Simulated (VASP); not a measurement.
# BaH2 (P6_3/mmc) in VASP: a series of runs

BaH2 is run at these levels: PBEsol; tasks: single point.

Everything below comes from runs of VASP 6.6.1. Logs are shortened: lines on timing, memory, paths and dates and some standing lists are left out, and cuts for length are marked.

## 1. The cell of the first run

The structure is hexagonal, space group P6_3/mmc (No. 194). The conventional cell has a = 4.248 Å, b = 4.248 Å, c = 5.433 Å, α = 90.00°, β = 90.00°, γ = 120.00°. Within 3.2 Å of Ba (site symmetry -6m2) lie 11 H at 2.45 to 2.80 Å. Within 3.2 Å of H (site symmetry -6m2) lie 5 Ba at 2.45 to 2.72 Å and 6 H at 2.80 Å. Within 3.6 Å of H (site symmetry -3m) lie 8 H at 2.72 to 2.80 Å and 6 Ba at 2.80 Å.

## 2. Single point, PBEsol (14.15 Å³/atom)

Contents of INCAR:

```
ALGO = Normal
EDIFF = 1E-7
ENCUT = 520
GGA = PS
ISIF = 2
ISMEAR = 0
LASPH = True
LCHARG = True
LELF = True
LREAL = False
LVHAR = True
LWAVE = False
NBANDS = 21
NELM = 100
PREC = Accurate
SIGMA = 0.02
```

Contents of KPOINTS:

```
k-points
0
Gamma
  6 6 6
```

Contents of POSCAR:

```
BaH2
1.0
    4.2484805613      0.0000000000      0.0000000000
   -2.1242402806      3.6792920936      0.0000000000
    0.0000000000      0.0000000000      5.4327437544
Ba H
2 4
Direct
    0.6666666667      0.3333333333      0.7500000000
    0.3333333333      0.6666666667      0.2500000000
    0.3333333333      0.6666666667      0.7500000000
    0.6666666667      0.3333333333      0.2500000000
    0.0000000000      0.0000000000      0.5000000000
    0.0000000000      0.0000000000      0.0000000000
```

Potentials or basis: VASP PAW PBE potentials, release 64 (Ba_sv, H).

Started as:

```bash
cat potpaw_PBE.64/Ba_sv/POTCAR potpaw_PBE.64/H/POTCAR > POTCAR
mpirun -np 1 vasp_std > vasp.out
```

OUTCAR:

```text
EDIFF = 1E-7
   ENCUT = 520
   GGA = PS
   ISIF = 2
   ISMEAR = 0
   LASPH = True
   LREAL = False
   NELM = 100
   PREC = Accurate

 ion  position               nearest neighbor table
   1  0.667  0.333  0.750-   3 2.45   3 2.45   3 2.45   4 2.72   4 2.72   5 2.80   6 2.80   5 2.80
                             6 2.80   5 2.80   6 2.80   2 3.66   2 3.66   2 3.66   2 3.66   2 3.66
   2  0.333  0.667  0.250-   4 2.45   4 2.45   4 2.45   3 2.72   3 2.72   5 2.80   6 2.80   6 2.80
                             5 2.80   6 2.80   5 2.80   1 3.66   1 3.66   1 3.66   1 3.66   1 3.66
   3  0.333  0.667  0.750-   1 2.45   1 2.45   1 2.45   2 2.72   2 2.72
   4  0.667  0.333  0.250-   2 2.45   2 2.45   2 2.45   1 2.72   1 2.72
   5  0.000  0.000  0.500-   1 2.80   2 2.80   1 2.80   2 2.80   1 2.80   2 2.80
   6  0.000  0.000  0.000-   1 2.80   2 2.80   1 2.80   2 2.80   1 2.80   2 2.80

  LATTYP: Found a hexagonal cell.
 ALAT       =     4.2484805613
 C/A-ratio  =     1.2787498203

  Lattice vectors:

 A1 = (   4.2484805613,   0.0000000000,   0.0000000000)
 A2 = (  -2.1242402806,   3.6792920936,   0.0000000000)
 A3 = (   0.0000000000,   0.0000000000,   5.4327437544)

Analysis of symmetry for initial positions (statically):
=====================================================================
 Subroutine PRICEL returns:
 Original cell was already a primitive cell.

 Routine SETGRP: Setting up the symmetry group for a
 hexagonal supercell.

 Subroutine GETGRP returns: Found 24 space group operations
 (whereof 12 operations were pure point group operations)
 out of a pool of 24 trial point group operations.

The static configuration has the point symmetry D_3d.
 The point group associated with its full space group is D_6h.

Analysis of symmetry for dynamics (positions and initial velocities):
=====================================================================
 Subroutine PRICEL returns:
 Original cell was already a primitive cell.

 Routine SETGRP: Setting up the symmetry group for a
 hexagonal supercell.

 Subroutine GETGRP returns: Found 24 space group operations
 (whereof 12 operations were pure point group operations)
 out of a pool of 24 trial point group operations.

The dynamic configuration has the point symmetry D_3d.
 The point group associated with its full space group is D_6h.

 Subroutine INISYM returns: Found 24 space group operations
 (whereof 12 operations are pure point group operations),
 and found     1 'primitive' translations

----------------------------------------------------------------------------------------

                                     Primitive cell

  volume of cell :      84.9214

  direct lattice vectors                    reciprocal lattice vectors
     4.248480561  0.000000000  0.000000000     0.235378269  0.135895707  0.000000000
    -2.124240281  3.679292094  0.000000000     0.000000000  0.271791414  0.000000000
     0.000000000  0.000000000  5.432743754     0.000000000  0.000000000  0.184069053

  length of vectors
     4.248480561  4.248480561  5.432743754     0.271791414  0.271791414  0.184069053

  position of ions in fractional coordinates (direct lattice)
     0.666666667  0.333333333  0.750000000
     0.333333333  0.666666667  0.250000000
     0.333333333  0.666666667  0.750000000
     0.666666667  0.333333333  0.250000000
     0.000000000  0.000000000  0.500000000
     0.000000000  0.000000000  0.000000000

  ion indices of the primitive-cell ions
   primitive index   ion index
                 1           1
                 2           2
                 3           3
                 4           4
                 5           5
                 6           6

----------------------------------------------------------------------------------------

 KPOINTS: k-points

Automatic generation of k-mesh.
 Grid dimensions read from file:
 generate k-points for:    6    6    6

 Generating k-lattice:

  Cartesian coordinates                     Fractional coordinates (reciprocal lattice)
     0.039229711  0.022649284  0.000000000     0.166666667 -0.000000000  0.000000000
     0.000000000  0.045298569  0.000000000     0.000000000  0.166666667  0.000000000
     0.000000000  0.000000000  0.030678176     0.000000000  0.000000000  0.166666667

  Length of vectors
     0.045298569  0.045298569  0.030678176

  Shift w.r.t. Gamma in fractional coordinates (k-lattice)
     0.000000000  0.000000000  0.000000000

 Subroutine IBZKPT returns following result:
 ===========================================

 Found     28 irreducible k-points:

 Following reciprocal coordinates:
            Coordinates               Weight
  0.000000  0.000000  0.000000      1.000000
  0.166667  0.000000  0.000000      6.000000
  0.333333  0.000000  0.000000      6.000000
  0.500000 -0.000000  0.000000      3.000000
  0.166667  0.166667  0.000000      6.000000
  0.333333  0.166667  0.000000     12.000000
[... 16 lines left out ...]
  0.166667  0.000000  0.500000      6.000000
  0.333333  0.000000  0.500000      6.000000
 [... further k-points ...]
   k-points           NKPTS =     28   k-points in BZ     NKDIM =     28   number of bands    NBANDS=     21
   number of dos      NEDOS =    301   number of ions     NIONS =      6
   total plane-waves  NPLWV =  40960
   dimension x,y,z NGX =    32 NGY =   32 NGZ =   40
   dimension x,y,z NGXF=    64 NGYF=   64 NGZF=   80
   ions per type =               2   4
   NGX,Y,Z   is equivalent  to a cutoff of  12.52, 12.52, 12.24 a.u.
   NGXF,Y,Z  is equivalent  to a cutoff of  25.04, 25.04, 24.48 a.u.
 SYSTEM =  unknown system
   PREC   = accura    normal or accurate (medium, high low for compatibility)
   ISTART =      0    job   : 0-new  1-cont  2-samecut
   ICHARG =      2    charge: 1-file 2-atom 10-const
   ISPIN  =      1    spin polarized calculation?
   LNONCOLLINEAR =      F non collinear calculations
   LSORBIT =      F    spin-orbit coupling
   LASPH  =      T    aspherical Exc in radial PAW
   ENCUT  =  520.0 eV  38.22 Ry    6.18 a.u.   7.90  7.90 10.10*2*pi/ulx,y,z
   NELM   =    100;   NELMIN=  2; NELMDL= -5     # of ELM steps
   EDIFF  = 0.1E-06   stopping-criterion for ELM
   LREAL  =      F    real-space projection
   EDIFFG = 0.1E-05   stopping-criterion for IOM
   NSW    =      0    number of steps for IOM
[... 31 lines left out ...]
 maximum number of plane-waves:      2312
 NGX is ok and might be reduce to    32
   NGX = 15   NGY = 15   NGZ = 21

 number of electron      23.9999999 magnetization

 Free energy of the ion-electron system (eV)
  ---------------------------------------------------
  ext. energy  EPLUGINS =         0.00000000
  ---------------------------------------------------
  free energy    TOTEN  =       -20.19782383 eV

  energy without entropy =      -20.19782383  energy(sigma->0) =      -20.19782383

 E-fermi :   2.0791     XC(G=0):  -9.6777

 val. band max:        1.9388070489   @ k =   0.0000   0.0000   0.0000
 cond. band min:       3.6065929714   @ k =   0.3333   0.3333   0.5000
 fundamental gap:      1.6677859225
 Fermi energy:         2.0790847783

 k-point     1 :       0.0000    0.0000    0.0000
  band No.  band energies     occupation
      1     -24.9181      2.00000
      2     -24.4663      2.00000
      3     -11.1642      2.00000
      4      -9.9081      2.00000
      5      -9.9081      2.00000
      6      -9.3815      2.00000
[... 13 lines left out ...]
     20       8.1836      0.00000
     21       8.1836      0.00000

 k-point     2 :       0.1667    0.0000    0.0000
  band No.  band energies     occupation
      1     -24.8764      2.00000
      2     -24.4771      2.00000
      3     -11.0396      2.00000
      4     -10.1281      2.00000
      5      -9.9973      2.00000
      6      -9.6454      2.00000
[... 13 lines left out ...]
     20       9.0595      0.00000
     21       9.5852      0.00000

 k-point     3 :       0.3333    0.0000    0.0000
  band No.  band energies     occupation
      1     -24.7763      2.00000
      2     -24.5149      2.00000
      3     -10.7158      2.00000
      4     -10.5767      2.00000
      5     -10.1493      2.00000
      6     -10.0353      2.00000
[... 13 lines left out ...]
     20       9.3471      0.00000
     21      10.5234      0.00000

 k-point     4 :       0.5000   -0.0000    0.0000
  band No.  band energies     occupation
      1     -24.7039      2.00000
      2     -24.5559      2.00000
      3     -10.7946      2.00000
      4     -10.4491      2.00000
      5     -10.2169      2.00000
      6     -10.1903      2.00000
[... 13 lines left out ...]
     20       9.7951      0.00000
     21       9.8148      0.00000

 k-point     5 :       0.1667    0.1667    0.0000
  band No.  band energies     occupation
      1     -24.8047      2.00000
      2     -24.5022      2.00000
      3     -10.8124      2.00000
      4     -10.3341      2.00000
      5     -10.3075      2.00000
      6      -9.8514      2.00000
[... 13 lines left out ...]
     20       9.7377      0.00000
     21      10.0645      0.00000

 k-point     6 :       0.3333    0.1667    0.0000
  band No.  band energies     occupation
      1     -24.7050      2.00000
      2     -24.5547      2.00000
      3     -10.6960      2.00000
      4     -10.4604      2.00000
      5     -10.3378      2.00000
      6     -10.1189      2.00000
[... 13 lines left out ...]
     20       9.5026      0.00000
     21       9.8957      0.00000

 k-point     7 :       0.3333    0.3333    0.0000
  band No.  band energies     occupation
      1     -24.6220      2.00000
      2     -24.6220      2.00000
      3     -10.7194      2.00000
      4     -10.2994      2.00000
      5     -10.2994      2.00000
      6     -10.1295      2.00000
[... 13 lines left out ...]
     20       9.7840      0.00000
     21       9.7840      0.00000
[... 291 lines left out ...]
      1     -24.6658      2.00000
      2     -24.5906      2.00000
      3     -11.0668      2.00000
      4     -10.8684      2.00000
      5     -10.2296      2.00000
      6      -9.7447      2.00000
[... 13 lines left out ...]
     20       9.2416      0.00000
     21      10.0390      0.00000

 k-point    21 :       0.3333    0.3333    0.3333
  band No.  band energies     occupation
      1     -24.6195      2.00000
      2     -24.6195      2.00000
      3     -10.9501      2.00000
      4     -10.9501      2.00000
      5     -10.4647      2.00000
      6      -9.8862      2.00000
[... 13 lines left out ...]
     20      10.4567      0.00000
     21      10.4567      0.00000

 k-point    22 :       0.0000    0.0000    0.5000
  band No.  band energies     occupation
      1     -24.6982      2.00000
      2     -24.6982      2.00000
      3     -10.3264      2.00000
      4     -10.3264      2.00000
      5      -9.6501      2.00000
      6      -9.6501      2.00000
[... 13 lines left out ...]
     20       9.1590      0.00000
     21       9.1590      0.00000

 k-point    23 :       0.1667    0.0000    0.5000
  band No.  band energies     occupation
      1     -24.6807      2.00000
      2     -24.6807      2.00000
      3     -10.5735      2.00000
      4     -10.5735      2.00000
      5      -9.6923      2.00000
      6      -9.6923      2.00000
[... 13 lines left out ...]
     20       8.9119      0.00000
     21       9.6149      0.00000

 k-point    24 :       0.3333    0.0000    0.5000
  band No.  band energies     occupation
      1     -24.6454      2.00000
      2     -24.6454      2.00000
      3     -10.9632      2.00000
      4     -10.9632      2.00000
      5      -9.7744      2.00000
      6      -9.7744      2.00000
[... 13 lines left out ...]
     20       8.6886      0.00000
     21      10.1612      0.00000

 [... further k-points ...]

------------------------ aborting loop because EDIFF is reached ----------------------------------------

  FORCE on cell =-STRESS in cart. coord.  units (eV):
  Direction    XX          YY          ZZ          XY          YZ          ZX
  --------------------------------------------------------------------------------------
  -------------------------------------------------------------------------------------
  Total        3.6736116      3.6736116      3.7642930      0.0000000     -0.0000000      0.0000000
  in kB       69.3085322     69.3085322     71.0193795      0.0000000     -0.0000000      0.0000000
  external PRESSURE =      69.8788146 kB  Pullay stress =       0.0000000 kB

 VOLUME and BASIS-vectors are now :
 -----------------------------------------------------------------------------
  energy-cutoff  :      520.00
  volume of cell :       84.92
      direct lattice vectors                 reciprocal lattice vectors
     4.248480561  0.000000000  0.000000000     0.235378269  0.135895707  0.000000000
    -2.124240281  3.679292094  0.000000000     0.000000000  0.271791414  0.000000000
     0.000000000  0.000000000  5.432743754     0.000000000  0.000000000  0.184069053

 POSITION                                       TOTAL-FORCE (eV/Angst)
 -----------------------------------------------------------------------------------
      2.12424      1.22643      4.07456         0.000000      0.000000      0.000000
     -0.00000      2.45286      1.35819         0.000000     -0.000000      0.000000
     -0.00000      2.45286      4.07456         0.000000     -0.000000      0.000000
      2.12424      1.22643      1.35819        -0.000000      0.000000      0.000000
      0.00000      0.00000      2.71637        -0.000000      0.000000      0.000000
      0.00000      0.00000      0.00000        -0.000000      0.000000      0.000000
 -----------------------------------------------------------------------------------
    total drift:                                0.000000     -0.000000      0.000000

  FREE ENERGIE OF THE ION-ELECTRON SYSTEM (eV)
  ---------------------------------------------------
  free  energy   TOTEN  =       -20.1978238346 eV

  energy  without entropy=      -20.1978238346  energy(sigma->0) =      -20.19782383
```

Run time: 74 s. Hardware: 1 thread of Intel Xeon Platinum 8375C at 2.90GHz (Ice Lake), shared host; peak memory 0.2 GiB.

What came out:

| Item | Value |
| --- | --- |
| Free energy | -20.1978 eV |
| Pressure | 7.0 GPa |
| Band gap on the k mesh | 1.67 eV (least direct gap 2.26 eV) |

Stress tensor (GPa, compression positive):
```
6.93 0.00 0.00
0.00 6.93 0.00
0.00 0.00 7.10
```

Caveat: the cell stands under pressure; the PAW data sets were made with another functional, which shifts forces and pressure a little; spin-orbit coupling is left out, which moves the levels of the heavy elements.

## 3. Single point, PBEsol (14.64 Å³/atom)

This run uses another cell than the first one, of 14.64 Å³/atom.

Contents of INCAR:

```
SYSTEM = BaH2
PREC = Accurate
ENCUT = 520
EDIFF = 1E-7
ISMEAR = 0
SIGMA = 0.02
LREAL = .False.
LASPH = .True.
NELM = 100
ALGO = Normal
ISIF = 2
LWAVE = .False.
LCHARG = .False.
GGA = PS
NBANDS = 21
```

Contents of KPOINTS:

```
regular mesh
0
Gamma
  6 6 6
  0 0 0
```

POSCAR: that of step 2 with these lines changed.

```diff
@@ -2,5 +2,5 @@
 1.0
-    4.2484805613      0.0000000000      0.0000000000
-   -2.1242402806      3.6792920936      0.0000000000
-    0.0000000000      0.0000000000      5.4327437544
+    4.2854219989      0.0000000000      0.0000000000
+   -2.1427109995      3.7112843170      0.0000000000
+    0.0000000000      0.0000000000      5.5215120330
 Ba H
```

Potentials or basis: VASP PAW PBE potentials, release 64 (Ba_sv, H).

Started as:

```bash
cat potpaw_PBE.64/Ba_sv/POTCAR potpaw_PBE.64/H/POTCAR > POTCAR
mpirun -np 1 vasp_std > vasp.out
```

Wall time 78 s (1 thread of Intel Xeon Platinum 8375C at 2.90GHz (Ice Lake), shared host); peak memory 0.2 GiB.

Results (log left out):

```
Free energy            : -20.3079 eV
Pressure               : 5.1 GPa
Band gap on the k mesh : 1.68 eV (least direct gap 2.31 eV)
```

Stress tensor (GPa, compression positive):
```
5.02 0.00 0.00
0.00 5.02 0.00
0.00 0.00 5.12
```

Levels at points of the mesh, in eV from the valence-band top:
| k point | band 8 | band 9 | band 10 | band 11 | band 12 | band 13 | band 14 | band 15 | band 16 | band 17 |
| --- | --- | --- | --- | --- | --- | --- | --- | --- | --- | --- |
| (0.00, 0.00, 0.00) | -11.15 | -4.59 | -3.44 | -0.04 | -0.03 | 2.67 | 2.67 | 3.80 | 3.80 | 4.07 |
| (0.50, 0.00, 0.00) | -11.34 | -3.08 | -2.27 | -1.61 | -1.43 | 2.42 | 4.24 | 4.82 | 5.95 | 6.24 |
| (0.00, 0.00, 0.50) | -11.60 | -3.22 | -3.22 | -0.40 | -0.40 | 2.41 | 2.41 | 2.41 | 2.41 | 4.51 |
| (0.50, 0.00, 0.50) | -11.42 | -2.55 | -2.55 | -1.00 | -1.00 | 2.65 | 2.65 | 4.18 | 4.18 | 6.79 |

Caveat: the cell stands under pressure; the PAW data sets were made with another functional, which shifts forces and pressure a little; spin-orbit coupling is left out, which moves the levels of the heavy elements. A k mesh can miss the band edges.

## 4. Single point, PBEsol (15.12 Å³/atom)

This run uses another cell than the first one, of 15.12 Å³/atom.

Contents of INCAR:

```
PREC = Accurate ; ENCUT = 520
EDIFF = 1E-6 ; ISMEAR = 0
SIGMA = 0.02 ; LREAL = False
LASPH = True ; NELM = 100
ALGO = Normal ; ISIF = 2
LWAVE = False ; LCHARG = False
GGA = PS ; NBANDS = 21
```

Contents of KPOINTS:

```
Automatic mesh
0
Gamma
  6 6 6
```

POSCAR: that of step 3 with these lines changed.

```diff
@@ -2,5 +2,5 @@
 1.0
-    4.2854219989      0.0000000000      0.0000000000
-   -2.1427109995      3.7112843170      0.0000000000
-    0.0000000000      0.0000000000      5.5215120330
+    4.3204810703      0.0000000000      0.0000000000
+   -2.1602405351      3.7416463634      0.0000000000
+    0.0000000000      0.0000000000      5.6113513213
 Ba H
```

Started as:

```bash
cat potpaw_PBE.64/Ba_sv/POTCAR potpaw_PBE.64/H/POTCAR > POTCAR
mpirun -np 1 vasp_std > vasp.out
```

Wall time 69 s (1 thread of Intel Xeon Platinum 8375C at 2.90GHz (Ice Lake), shared host); peak memory 0.2 GiB.

It converged, with:

| Item | Value |
| --- | --- |
| Free energy | -20.3854 eV |
| Pressure | 3.4 GPa |
| Band gap on the k mesh | 1.63 eV (least direct gap 2.35 eV) |

Levels at points of the mesh, in eV from the valence-band top:
```tsv
k point	band 10	band 11	band 12	band 13	band 14	band 15
(0.00, 0.00, 0.00)	-3.35	-0.13	-0.03	2.67	2.67	3.77
(0.50, 0.00, 0.00)	-2.28	-1.61	-1.50	2.43	4.15	4.60
(0.00, 0.00, 0.50)	-3.25	-0.41	-0.41	2.43	2.43	2.43
(0.50, 0.00, 0.50)	-2.51	-1.09	-1.09	2.57	2.57	4.10
```

Caveat: the cell stands under pressure; the PAW data sets were made with another functional, which shifts forces and pressure a little; spin-orbit coupling is left out, which moves the levels of the heavy elements. A k mesh can miss the band edges.

## 5. The runs side by side

| cell | gap on the mesh (eV) | pressure (GPa) |
| --- | --- | --- |
| a = 4.248, b = 4.248, c = 5.433 Å, angles 90.0, 90.0, 120.0°, 6 atoms | 1.67 | 7.0 |
| a = 4.285, b = 4.285, c = 5.522 Å, angles 90.0, 90.0, 120.0°, 6 atoms | 1.68 | 5.1 |
| a = 4.320, b = 4.320, c = 5.611 Å, angles 90.0, 90.0, 120.0°, 6 atoms | 1.63 | 3.4 |

Alike in all rows: task single point; level PBEsol; potentials or basis VASP PAW PBE potentials, release 64 (Ba_sv, H); no spin polarisation; k mesh 6 × 6 × 6; cutoff (eV) 520; smearing gaussian 0.02 eV.

Caveats: the cell stands under pressure; the PAW data sets were made with another functional, which shifts forces and pressure a little; spin-orbit coupling is left out, which moves the levels of the heavy elements.

Absolute energies hang on the potentials; compare differences alone.
